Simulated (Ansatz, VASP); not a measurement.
# Pt in VASP and in Ansatz

File POSCAR:

```
Pt
1.0
    0.0000000000      1.7939460944      2.3321299227
    1.7939460944      0.0000000000      2.3321299227
    1.7939460944      1.7939460944      0.0000000000
Pt
1
Direct
    0.0000000000      0.0000000000      0.0000000000
```

INCAR.step1

```
PREC     = Accurate       # precision mode
ENCUT    = 520            # plane-wave cutoff, eV
ISMEAR   = 0              # smearing method
SIGMA    = 0.15           # smearing width, eV
LREAL    = F              # projectors in reciprocal space
LASPH    = T              # aspherical terms in the spheres
NELM     = 60             # most SCF steps
NBANDS   = 11             # bands
GGA      = PE             # functional
ALGO     = Normal         # electronic algorithm
EDIFF    = 1E-4           # SCF threshold, eV
LWAVE    = T              # write WAVECAR
LCHARG   = F              # write CHGCAR
```

INCAR.step2

```
PREC     = Accurate       # precision mode
ENCUT    = 520            # plane-wave cutoff, eV
EDIFF    = 1E-6           # SCF threshold, eV
ISMEAR   = 0              # smearing method
SIGMA    = 0.15           # smearing width, eV
LREAL    = F              # projectors in reciprocal space
LASPH    = T              # aspherical terms in the spheres
NELM     = 60             # most SCF steps
ALGO     = Normal         # electronic algorithm
ISIF     = 2              # what is computed and relaxed
LWAVE    = F              # write WAVECAR
LCHARG   = F              # write CHGCAR
METAGGA  = R2SCAN         # meta-GGA
LMIXTAU  = T            
NBANDS   = 11             # bands
ISTART   = 1
```

File KPOINTS:

```
regular mesh
0
Gamma
  24 24 24
```

Input for Ansatz:

```yaml
crystal:
  lattice:
    - [0.0, 1.7939460944, 2.3321299227]
    - [1.7939460944, 0.0, 2.3321299227]
    - [1.7939460944, 1.7939460944, 0.0]
  atoms:
    - { symbol: Pt, position: [0.0, 0.0, 0.0] }
basis:
  ecutwfc: 500
kpoints:
  mp_grid: { grid: [24, 24, 24] }
hamiltonian:
  xc: r2scan
scf:
  occupations: { method: gaussian, width: 0.15 }
output:
  forces: true
  stress: true
  eigenvalues: true
  write_density: true
  write_potential: true
  elf: true
  volumetric_format: npy
```

Alike in both runs: task single point; functional r2SCAN; k mesh 24 × 24 × 24; occupations gaussian, width 0.15 eV; no spin polarisation.

|  | VASP | Ansatz |
| --- | --- | --- |
| version | VASP 6.6.1 | Ansatz 0.2.0 |
| potentials or method | VASP PAW PBE potentials, release 64 (Pt), cutoff 520 eV | scalar-relativistic, plane waves, PAW |
| valence electrons in the cell | 10 | 18 |

Ansatz gave:

* gap on the k mesh at the Fermi level (eV): none
* pressure (GPa): 18.1
* traceless stress, the component that is largest in VASP (GPa): -30.78

Problem. Which values does VASP return?

Solution. gap on the k mesh at the Fermi level (eV): none; pressure (GPa): 19.0; traceless stress, the component that is largest in VASP (GPa): -31.19.

VASP's potentials were made for PBE, not for r2SCAN. A gap of «none» marks a metal or a gap that the smearing closes. The functional is the same, so the differences come from potentials, cutoffs and numerics. VASP's potentials hold 10 valence electrons a cell and Ansatz's 18, so a difference there can come from the potentials and not from the codes.

Neither program's run includes spin-orbit coupling.
